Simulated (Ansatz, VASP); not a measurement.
One calculation of SnTe, two programs

```xyz
2
Lattice="0.0000 3.1850 3.1850 3.1850 0.0000 3.1850 3.1850 3.1850 0.0000" Properties=species:S:1:pos:R:3 pbc="T T T"
Sn    0.0000    0.0000    0.0000
Te    3.1850    3.1850    3.1850
```

Alike in both runs: functional r2SCAN; k mesh 14 × 14 × 14; occupations fermi-dirac, width 0.1 eV; no spin polarisation.

Ansatz relaxed the structure, and its values are those at the end. VASP's run is a single point on that final structure, the one shown.

|  | VASP | Ansatz |
| --- | --- | --- |
| version | VASP 6.6.1 | Ansatz 0.2.0 |
| potentials or method | VASP PAW PBE potentials, release 64 (Sn_d, Te) | PAW with Ansatz's default frozen-core files, scalar-relativistic |
| plane-wave cutoff (eV) | 520 | 500 |
| valence electrons in the cell | 20 | 30 |

|  | VASP | Ansatz | Ansatz less VASP |
| --- | --- | --- | --- |
| pressure (GPa) | 0.0 | 0.0 | -0.01 |

VASP's potentials were made for PBE, not for r2SCAN. VASP's potentials hold 20 valence electrons a cell and Ansatz's 30, so a difference there can come from the potentials and not from the codes.

Spin-orbit coupling is off throughout.
